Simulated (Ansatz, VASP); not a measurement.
# HfMoC2: VASP beside Ansatz

```
Hf Mo C
1.0
     3.17000    0.00000    0.00000
     0.00000    3.17000    0.00000
     0.00000    0.00000    4.45506
Hf Mo C
1 1 2
Direct
  0.00000 0.00000 0.00000
  0.50000 0.50000 0.50000
  0.50000 0.50000 0.00000
  0.00000 0.00000 0.50000
```

Alike in both runs: task single point; functional LDA; k mesh 8 × 8 × 6; occupations fermi-dirac, width 0.05 eV; no spin polarisation.

```csv
,VASP,Ansatz
version,VASP 6.6.1,Ansatz 0.2.0
potentials or method,"VASP PAW LDA potentials, release 64 (Hf_pv, Mo_sv, C)",Ansatz PAW
plane-wave cutoff (eV),520,420
valence electrons in the cell,32,48
```

```tsv
	VASP	Ansatz	Ansatz less VASP
gap on the k mesh at the Fermi level (eV)	none	none	-
pressure (GPa)	-8.2	-9.1	-0.91
traceless stress, the component that is largest in VASP (GPa)	-3.02	-3.03	-0.010
```

LDA's correlation is that of Perdew and Zunger in VASP and of Perdew and Wang (1992) in Ansatz. A gap of «none» marks a metal or a gap that the smearing closes. VASP's potentials hold 32 valence electrons a cell and Ansatz's 48, so a difference there can come from the potentials and not from the codes.

Spin-orbit coupling is off throughout.
